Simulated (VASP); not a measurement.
# BaS (Fm-3m) in VASP: further runs, part 2 of 3

VASP 6.6.1. The steps go on from the part before.

### Step 3. Electric field gradients, r2SCAN

This run uses another cell than the first one, of 33.56 Å³/atom.

Contents of POSCAR:

```
BaS
1.0
    0.0000000000      3.2256756180      3.2256756180
    3.2256756180      0.0000000000      3.2256756180
    3.2256756180      3.2256756180      0.0000000000
Ba S
1 1
Direct
    0.0000000000      0.0000000000      0.0000000000
    0.5000000000      0.5000000000      0.5000000000
```

Contents of INCAR.step1:

```
SYSTEM = BaS
PREC = Accurate
ENCUT = 520
ISMEAR = -1
SIGMA = 0.02
LREAL = .False.
LASPH = .True.
NELM = 80
NBANDS = 15
GGA = PE
ALGO = Normal
EDIFF = 1E-4
LWAVE = .True.
LCHARG = .False.
```

Contents of INCAR.step2:

```
SYSTEM = BaS
PREC = Accurate
ENCUT = 520
EDIFF = 1E-8
ISMEAR = -1
SIGMA = 0.02
LREAL = .False.
LASPH = .True.
NELM = 80
ALGO = Normal
ISIF = 2
LWAVE = .False.
LCHARG = .False.
METAGGA = R2SCAN
LMIXTAU = .True.
LEFG = .True.
NBANDS = 15
ISTART = 1
```

Contents of KPOINTS:

```
regular mesh
0
Gamma
  7 7 7
  0 0 0
```

Potentials or basis: VASP PAW PBE potentials, release 64 (Ba_sv, S).

Run with:

```bash
cat potpaw_PBE.64/Ba_sv/POTCAR potpaw_PBE.64/S/POTCAR > POTCAR
cp INCAR.step1 INCAR
mpirun -np 1 vasp_std > vasp.out
cp INCAR.step2 INCAR
mpirun -np 1 vasp_std > vasp.out
```

OUTCAR:

```text
SYSTEM = BaS
   PREC = Accurate
   ENCUT = 520
   EDIFF = 1E-8
   ISMEAR = -1
   LREAL = .False.
   LASPH = .True.
   NELM = 80
   ISIF = 2
   METAGGA = R2SCAN
   ISTART = 1

 ion  position               nearest neighbor table
   1  0.000  0.000  0.000-   2 3.23   2 3.23   2 3.23   2 3.23   2 3.23   2 3.23
   2  0.500  0.500  0.500-   1 3.23   1 3.23   1 3.23   1 3.23   1 3.23   1 3.23

  LATTYP: Found a face centered cubic cell.
 ALAT       =     6.4513512360

  Lattice vectors:

 A1 = (   0.0000000000,   3.2256756180,   3.2256756180)
 A2 = (   3.2256756180,   0.0000000000,   3.2256756180)
 A3 = (   3.2256756180,   3.2256756180,   0.0000000000)

Analysis of symmetry for initial positions (statically):
=====================================================================
 Subroutine PRICEL returns:
 Original cell was already a primitive cell.

 Routine SETGRP: Setting up the symmetry group for a
 face centered cubic supercell.

 Subroutine GETGRP returns: Found 48 space group operations
 (whereof 48 operations were pure point group operations)
 out of a pool of 48 trial point group operations.

The static configuration has the point symmetry O_h .

Analysis of symmetry for dynamics (positions and initial velocities):
=====================================================================
 Subroutine PRICEL returns:
 Original cell was already a primitive cell.

 Routine SETGRP: Setting up the symmetry group for a
 face centered cubic supercell.

 Subroutine GETGRP returns: Found 48 space group operations
 (whereof 48 operations were pure point group operations)
 out of a pool of 48 trial point group operations.

The dynamic configuration has the point symmetry O_h .
[... 498 lines left out ...]
      6      -0.0212      2.00000
      7       0.4873      2.00000
      8       0.5366      2.00000
      9       5.3926      0.00000
     10       6.3094      0.00000
     11       7.9669      0.00000
     12       8.6928      0.00000
     13       8.6949      0.00000
     14      10.7728      0.00000
     15      11.6764      0.00000

------------------------ aborting loop because EDIFF is reached ----------------------------------------

  FORCE on cell =-STRESS in cart. coord.  units (eV):
  Direction    XX          YY          ZZ          XY          YZ          ZX
  --------------------------------------------------------------------------------------
  -------------------------------------------------------------------------------------
  Total       -0.0006103     -0.0006103     -0.0006103     -0.0000000      0.0000000     -0.0000000
  in kB       -0.0145668     -0.0145668     -0.0145668     -0.0000000      0.0000000     -0.0000000
  external PRESSURE =      -0.0145668 kB  Pullay stress =       0.0000000 kB

 VOLUME and BASIS-vectors are now :
 -----------------------------------------------------------------------------
  energy-cutoff  :      520.00
  volume of cell :       67.13
      direct lattice vectors                 reciprocal lattice vectors
     0.000000000  3.225675618  3.225675618    -0.155006287  0.155006287  0.155006287
     3.225675618  0.000000000  3.225675618     0.155006287 -0.155006287  0.155006287
     3.225675618  3.225675618  0.000000000     0.155006287  0.155006287 -0.155006287

 POSITION                                       TOTAL-FORCE (eV/Angst)
 -----------------------------------------------------------------------------------
      0.00000      0.00000      0.00000         0.000000     -0.000000      0.000000
      3.22568      3.22568      3.22568        -0.000000      0.000000     -0.000000
 -----------------------------------------------------------------------------------
    total drift:                                0.000000      0.000000      0.000000

  FREE ENERGIE OF THE ION-ELECTRON SYSTEM (eV)
  ---------------------------------------------------
  free  energy   TOTEN  =       -39.2070093715 eV

  energy  without entropy=      -39.2070093715  energy(sigma->0) =      -39.20700937

 Electric field gradients (V/A^2)
---------------------------------------------------------------------
 ion       V_xx      V_yy      V_zz      V_xy      V_xz      V_yz
---------------------------------------------------------------------
   1       0.000     0.000    -0.000     0.000     0.000     0.000
   2      -0.000    -0.000    -0.000     0.000     0.000     0.000
---------------------------------------------------------------------

 Electric field gradients after diagonalization (V/A^2)
 (convention: |V_zz| > |V_xx| > |V_yy|)
----------------------------------------------------------------------
 ion       V_xx      V_yy      V_zz     asymmetry (V_yy - V_xx)/ V_zz
----------------------------------------------------------------------
   1      -0.000    -0.000     0.000       0.000
   2      -0.000    -0.000     0.000       0.000
----------------------------------------------------------------------

           NMR quadrupolar parameters

 Cq : quadrupolar parameter    Cq=e*Q*V_zz/h
 eta: asymmetry parameters     (V_yy - V_xx)/ V_zz
 Q  : nuclear electric quadrupole moment in mb (millibarn)
----------------------------------------------------------------------
 ion       Cq(MHz)       eta       Q (mb)
----------------------------------------------------------------------
   1       0.000       0.000       1.000
   2       0.000       0.000       1.000
----------------------------------------------------------------------
```

OSZICAR.step1:

```text
N       E                     dE             d eps       ncg     rms          rms(c)
DAV:   1     0.819049919962E+02    0.81905E+02   -0.65859E+03   600   0.910E+02
DAV:   2    -0.576494916244E+01   -0.87670E+02   -0.79229E+02   837   0.169E+02
DAV:   3    -0.106009635475E+02   -0.48360E+01   -0.47978E+01   838   0.404E+01
DAV:   4    -0.106838544509E+02   -0.82891E-01   -0.82875E-01   788   0.562E+00
DAV:   5    -0.106860212078E+02   -0.21668E-02   -0.21664E-02   815   0.743E-01    0.463E+00
DAV:   6    -0.101750741596E+02    0.51095E+00   -0.69839E-01   698   0.501E+00    0.315E+00
DAV:   7    -0.101782120574E+02   -0.31379E-02   -0.18826E-01   762   0.242E+00    0.209E+00
DAV:   8    -0.101923694118E+02   -0.14157E-01   -0.24682E-02   691   0.112E+00    0.197E-01
DAV:   9    -0.101931354866E+02   -0.76607E-03   -0.33422E-03   782   0.424E-01    0.169E-01
DAV:  10    -0.101940201427E+02   -0.88466E-03   -0.10181E-03   635   0.208E-01    0.431E-02
DAV:  11    -0.101941286007E+02   -0.10846E-03   -0.13777E-04   732   0.705E-02    0.149E-02
DAV:  12    -0.101941320558E+02   -0.34551E-05   -0.69076E-06   349   0.180E-02
   1 F= -.10194132E+02 E0= -.10194132E+02  d E =-.360360E-12
```

It took 2.4 min on 1 thread of AMD EPYC 7R43 (Zen 3), shared host; peak memory 0.19 GiB.

What came out:

- Free energy: -39.2070 eV
- Pressure: 0.0 GPa
- Band gap on the k mesh: 2.57 eV (least direct gap 2.73 eV)
- Largest electric field gradient by atom: under 0.05 V/Å² on every atom

Levels at points of the mesh, in eV from the valence-band top:
| k point | band 5 | band 6 | band 7 | band 8 | band 9 | band 10 | band 11 | band 12 |
| --- | --- | --- | --- | --- | --- | --- | --- | --- |
| (0.00, 0.00, 0.00) | -10.75 | 0.00 | 0.00 | 0.00 | 4.07 | 4.30 | 4.30 | 4.30 |

Caveat: the PAW data sets were made with another functional, which shifts forces and pressure a little; spin-orbit coupling is left out, which moves the levels of the heavy elements; an odd mesh through Γ misses points on the zone boundary, where band edges can lie.

### Step 4. Electric field gradients, r2SCAN (34.23 Å³/atom)

This run uses another cell than the first one, of 34.23 Å³/atom.

Contents of POSCAR:

```
BaS
1.0
    0.0000000000      3.2470383308      3.2470383308
    3.2470383308      0.0000000000      3.2470383308
    3.2470383308      3.2470383308      0.0000000000
Ba S
1 1
Direct
    0.0000000000      0.0000000000      0.0000000000
    0.5000000000      0.5000000000      0.5000000000
```

Contents of INCAR.step1:

```
ALGO     = Normal         # electronic algorithm
EDIFF    = 1E-4           # SCF threshold, eV
ENCUT    = 520            # plane-wave cutoff, eV
GGA      = PE             # functional
ISMEAR   = -1             # smearing method
LASPH    = T              # aspherical terms in the spheres
LCHARG   = F              # write CHGCAR
LREAL    = F              # projectors in reciprocal space
LWAVE    = T              # write WAVECAR
NBANDS   = 15             # bands
NELM     = 80             # most SCF steps
PREC     = Accurate       # precision mode
SIGMA    = 0.02           # smearing width, eV
```

Contents of INCAR.step2:

```
ALGO     = Normal         # electronic algorithm
EDIFF    = 1E-8           # SCF threshold, eV
ENCUT    = 520            # plane-wave cutoff, eV
ISIF     = 2              # what is computed and relaxed
ISMEAR   = -1             # smearing method
ISTART   = 1            
LASPH    = T              # aspherical terms in the spheres
LCHARG   = F              # write CHGCAR
LEFG     = T            
LMIXTAU  = T            
LREAL    = F              # projectors in reciprocal space
LWAVE    = F              # write WAVECAR
METAGGA  = R2SCAN         # meta-GGA
NBANDS   = 15             # bands
NELM     = 80             # most SCF steps
PREC     = Accurate       # precision mode
SIGMA    = 0.02           # smearing width, eV
```

Contents of KPOINTS:

```
k-points
0
Gamma
  7 7 7
```

Potentials or basis: VASP PAW PBE potentials, release 64 (Ba_sv, S).

Run with:

```bash
cat potpaw_PBE.64/Ba_sv/POTCAR potpaw_PBE.64/S/POTCAR > POTCAR
cp INCAR.step1 INCAR
mpirun -np 1 vasp_std > vasp.out
cp INCAR.step2 INCAR
mpirun -np 1 vasp_std > vasp.out
```

OUTCAR:

```text
EDIFF = 1E-8
   ENCUT = 520
   ISIF = 2
   ISMEAR = -1
   ISTART = 1
   LASPH = T
   LREAL = F
   METAGGA = R2SCAN
   NELM = 80
   PREC = Accurate

 ion  position               nearest neighbor table
   1  0.000  0.000  0.000-   2 3.25   2 3.25   2 3.25   2 3.25   2 3.25   2 3.25
   2  0.500  0.500  0.500-   1 3.25   1 3.25   1 3.25   1 3.25   1 3.25   1 3.25

  LATTYP: Found a face centered cubic cell.
 ALAT       =     6.4940766616

  Lattice vectors:

 A1 = (   0.0000000000,   3.2470383308,   3.2470383308)
[... 566 lines left out ...]
  ---------------------------------------------------
  free  energy   TOTEN  =       -39.2035737235 eV

  energy  without entropy=      -39.2035737235  energy(sigma->0) =      -39.20357372

 Electric field gradients (V/A^2)
---------------------------------------------------------------------
 ion       V_xx      V_yy      V_zz      V_xy      V_xz      V_yz
---------------------------------------------------------------------
   1       0.000     0.000     0.000     0.000     0.000     0.000
   2       0.000     0.000    -0.000     0.000     0.000     0.000
---------------------------------------------------------------------

 Electric field gradients after diagonalization (V/A^2)
 (convention: |V_zz| > |V_xx| > |V_yy|)
----------------------------------------------------------------------
 ion       V_xx      V_yy      V_zz     asymmetry (V_yy - V_xx)/ V_zz
----------------------------------------------------------------------
   1      -0.000    -0.000     0.000       0.000
   2      -0.000    -0.000     0.000       0.000
----------------------------------------------------------------------

           NMR quadrupolar parameters

 Cq : quadrupolar parameter    Cq=e*Q*V_zz/h
 eta: asymmetry parameters     (V_yy - V_xx)/ V_zz
 Q  : nuclear electric quadrupole moment in mb (millibarn)
----------------------------------------------------------------------
 ion       Cq(MHz)       eta       Q (mb)
----------------------------------------------------------------------
   1       0.000       0.000       1.000
   2       0.000       0.000       1.000
----------------------------------------------------------------------
```

OUTCAR.step1:

```text
EDIFF = 1E-4
   ENCUT = 520
   GGA = PE
   ISMEAR = -1
   LASPH = T
   LREAL = F
[... 572 lines left out ...]
 -----------------------------------------------------------------------------------
      0.00000      0.00000      0.00000        -0.000000     -0.000000      0.000000
      3.24704      3.24704      3.24704         0.000000      0.000000     -0.000000
 -----------------------------------------------------------------------------------
    total drift:                                0.000000      0.000000      0.000000

  FREE ENERGIE OF THE ION-ELECTRON SYSTEM (eV)
  ---------------------------------------------------
  free  energy   TOTEN  =       -10.1917353199 eV

  energy  without entropy=      -10.1917353199  energy(sigma->0) =      -10.19173532
```

Wall time 2.4 min (1 thread of AMD EPYC 7R43 (Zen 3), shared host); peak memory 0.19 GiB.

What came out:

```
Free energy                             : -39.2036 eV
Pressure                                : -0.8 GPa
Band gap on the k mesh                  : 2.60 eV (least direct gap 2.77 eV)
Largest electric field gradient by atom : under 0.05 V/Å² on every atom
```

Caveat: the PAW data sets were made with another functional, which shifts forces and pressure a little; spin-orbit coupling is left out, which moves the levels of the heavy elements; an odd mesh through Γ misses points on the zone boundary, where band edges can lie.

(Continued in part 3 of 3.)
